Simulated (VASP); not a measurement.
Runs of VASP 6.6.1 on Hf3OF3. The structure is that of space group Pm-3m (No. 221), or close to it. The cells are those of the table. 

| task | cell | k mesh | cutoff (eV) | gap on the mesh (eV) | pressure (GPa) | relaxed volume (Å³/atom) |
| --- | --- | --- | --- | --- | --- | --- |
| relaxation of cell and atoms | relaxed from a = 4.759 Å, 7 atoms | 4 × 4 × 4 | 600 | none | 0.0 | 14.17 |
| relaxation of cell and atoms | relaxed from a = 4.658 Å, 7 atoms | 8 × 8 × 8 | 600 | none | 0.0 | 14.04 |
| single point | a = 4.646 Å, 7 atoms | 8 × 8 × 8 | 520 | none | (a) | - |
| single point | a = 4.658 Å, 7 atoms | 4 × 4 × 4 | 520 | none | -2.3 | - |
| single point | a = 4.759 Å, 7 atoms | 4 × 4 × 4 | 520 | none | (b) | - |

Alike in all rows: level PBE; potentials or basis VASP PAW PBE potentials, release 64 (Hf_pv, O, F); no spin polarisation; smearing gaussian 0.1 eV.

Q: Fill in the values left out.

A: (a) -2.1; (b) -8.7.

Caveats: spin-orbit coupling is left out, which moves the levels of the heavy elements; an odd number of electrons without spin polarisation forces a metal; a magnetic or distorted state may lie lower.

A k mesh can miss the band edges, and the runs leave out spin-orbit coupling on Hf.

A gap of «none» marks levels without a gap at the run's occupations.
